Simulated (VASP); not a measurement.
A run of VASP 6.6.1 is set up as follows.

File INCAR:

```
PREC     = Accurate       # precision mode
ENCUT    = 520            # plane-wave cutoff, eV
EDIFF    = 1E-6           # SCF threshold, eV
ISMEAR   = 0              # smearing method
SIGMA    = 0.05           # smearing width, eV
LREAL    = False          # projectors in reciprocal space
LASPH    = True           # aspherical terms in the spheres
NELM     = 60             # most SCF steps
ALGO     = Normal         # electronic algorithm
ISIF     = 2              # what is computed and relaxed
LWAVE    = False          # write WAVECAR
LCHARG   = False          # write CHGCAR
GGA      = PS             # functional
NBANDS   = 11             # bands
```

The input KPOINTS:

```
regular mesh
0
Gamma
  10 10 10
```

Contents of POSCAR:

```
MgO
1.0
    0.0000000000      2.1075959641      2.1075959641
    2.1075959641      0.0000000000      2.1075959641
    2.1075959641      2.1075959641      0.0000000000
Mg O
1 1
Direct
    0.0000000000      0.0000000000      0.0126180202
    0.5000000000      0.5000000000      0.4808312406
```

Potentials or basis: VASP PAW PBE potentials, release 64 (Mg, O).

Launch:

```bash
$ cat potpaw_PBE.64/Mg/POTCAR potpaw_PBE.64/O/POTCAR > POTCAR
$ mpirun -np 1 vasp_std > vasp.out
```

Predict the band gap on the k mesh.

4.61 eV, direct.

Predict the pressure.

0.3 GPa.

Stress tensor (GPa, compression positive):
```
 0.84 -0.27  0.00
-0.27  0.84  0.00
 0.00  0.00 -0.76
```

Caveat: the cell differs from its parent crystal (mode 4 frozen in at -0.040 Å and mode 5 at -0.040 Å (largest displacements)); the PAW data sets were made with another functional, which shifts forces and pressure a little.
